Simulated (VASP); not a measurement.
Write the native input for VASP 6.6.1 that does the following.

| Quantity | Value |
| --- | --- |
| Task | single point |
| Functional | LDA |
| Potentials or basis | VASP PAW LDA potentials, release 64 (Ta_pv) |
| Cutoff | 520 eV |
| k mesh | 21 × 21 × 10 |
| Occupations | fermi-dirac, width 0.1 eV |
| Spin | no spin polarisation |
| Dipole correction | no |
| Further INCAR settings | ALGO = Normal; EDIFF = 1e-07; NBANDS = 18 |

The structure of Ta lies in POSCAR:

```
Ta
1.0
    2.8355540233      0.0000000000      0.0000000000
   -1.4177770117      2.4556618179      0.0000000000
    0.0000000000      0.0000000000      5.0757797665
Ta
2
Direct
    0.3333333333      0.6666666667      0.2500000000
    0.6666666667      0.3333333333      0.7500000000
```

This isn't the form of Ta at room conditions, which is bcc.

These files were run (other wordings do the same):

INCAR

```
SYSTEM = Ta
PREC = Accurate
ENCUT = 520
EDIFF = 1E-7
ISMEAR = -1
SIGMA = 0.1
LREAL = .False.
LASPH = .True.
NELM = 80
ALGO = Normal
ISIF = 2
LWAVE = .False.
LCHARG = .False.
NBANDS = 18
```

KPOINTS

```
regular mesh
0
Gamma
  21 21 10
  0 0 0
```

Potentials or basis: VASP PAW LDA potentials, release 64 (Ta_pv).

The run is started by

```console
$ cat potpaw_LDA.64/Ta_pv/POTCAR > POTCAR
$ mpirun -np 1 vasp_std > vasp.out
```

It gave:

The pressure is 1.0 GPa and the band gap on the k mesh is zero (bands 11 and 12 overlap by 2.62 eV).

Caveat: spin-orbit coupling is left out, which moves the levels of the heavy elements.

It took 3 min on 1 thread of Intel Xeon 8259CL, on a shared host, peak memory 0.26 GiB.
